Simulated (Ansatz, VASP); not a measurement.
**One calculation of W3N4, two programs**

```
CELL_PARAMETERS angstrom
4.12200 0.00000 0.00000
0.00000 4.12200 0.00000
0.00000 0.00000 4.12200
ATOMIC_POSITIONS crystal
W 0.50000 0.50000 0.00000
W 0.00000 0.50000 0.50000
W 0.50000 0.00000 0.50000
N 0.50000 0.50000 0.50000
N 0.50000 0.00000 0.00000
N 0.00000 0.50000 0.00000
N 0.00000 0.00000 0.50000
```

Alike in both runs: task electric field gradients; functional PBE; k mesh 7 × 7 × 7; occupations fermi-dirac, width 0.02 eV; collinear spin.

|  | VASP | Ansatz |
| --- | --- | --- |
| version | VASP 6.6.1 | Ansatz 0.2.0 |
| potentials or method | VASP PAW PBE potentials, release 64 (W_sv, N) | plane-wave PAW, scalar-relativistic |
| plane-wave cutoff (eV) | 520 | 420 |
| valence electrons in the cell | 62 | 62 |

Ansatz gave:

* net moment per atom (μB): 0.00
* size of Vzz on the site where it differs most (V/Å²): 140.2

Question: Estimate VASP's values.

Answer: net moment per atom (μB): 0.00; size of Vzz on the site where it differs most (V/Å²): 97.4.

Ansatz's warnings: seeded moment not kept.

Neither program's run includes spin-orbit coupling.
